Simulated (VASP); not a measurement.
F: single point with PBEsol

F:

```
CELL_PARAMETERS angstrom
3.04149 -1.74805 -0.23459
3.04149 1.74805 -0.23459
-2.28697 0.00000 7.00046
ATOMIC_POSITIONS crystal
F 0.08485 0.08485 0.10200
F 0.91515 0.91515 0.89800
F 0.50157 0.50157 0.59372
F 0.49843 0.49843 0.40628
```

* Program: VASP 6.6.1
* Task: single point
* Functional: PBEsol
* Potentials or basis: VASP PAW PBE potentials, release 64 (F)
* Cutoff: 520 eV
* k mesh: 4 × 4 × 2
* Occupations: gaussian, width 0.05 eV
* Spin: no spin polarisation

The pressure is -0.4 GPa. The largest force is 1.567 eV/Å and the band gap on the k mesh is 2.49 eV, indirect (least direct gap 2.59 eV).

Forces on the atoms (eV/Å):
```
F   -0.519  0.000 -1.325
F    0.519  0.000  1.325
F   -0.447  0.000  1.502
F    0.447  0.000 -1.502
```

Stress tensor (GPa, compression positive):
```
-0.83  0.00 -3.03
 0.00 -0.50  0.00
-3.03  0.00 -0.01
```

Levels at points of the mesh, in eV from the valence-band top:
```csv
k point,band 11,band 12,band 13,band 14,band 15,band 16,band 17,band 18
"(0.00, 0.00, 0.00)",-0.38,-0.20,-0.11,-0.10,2.49,3.89,8.77,11.20
"(0.50, 0.00, 0.00)",-0.44,-0.34,-0.28,-0.25,2.70,3.84,12.74,12.98
"(0.50, 0.50, 0.00)",-0.43,-0.34,-0.20,0.00,2.66,3.82,12.98,13.28
"(0.00, 0.00, 0.50)",-0.26,-0.26,-0.19,-0.11,2.61,3.73,9.57,9.71
"(0.50, 0.00, 0.50)",-0.56,-0.40,-0.21,-0.07,2.64,3.86,12.71,13.57
"(0.50, 0.50, 0.50)",-0.41,-0.35,-0.21,-0.12,2.71,3.83,12.68,12.85
```

It took 20 s on 1 thread of Intel(R) Xeon(R) Platinum 8488C (Sapphire Rapids), with other jobs on the host, peak memory 0.19 GiB.

Caveat: the k points lie up to 0.53 Å⁻¹ apart; the PAW data sets were made with another functional, which shifts forces and pressure a little. As with any semilocal functional, this PBEsol gap is likely too small.
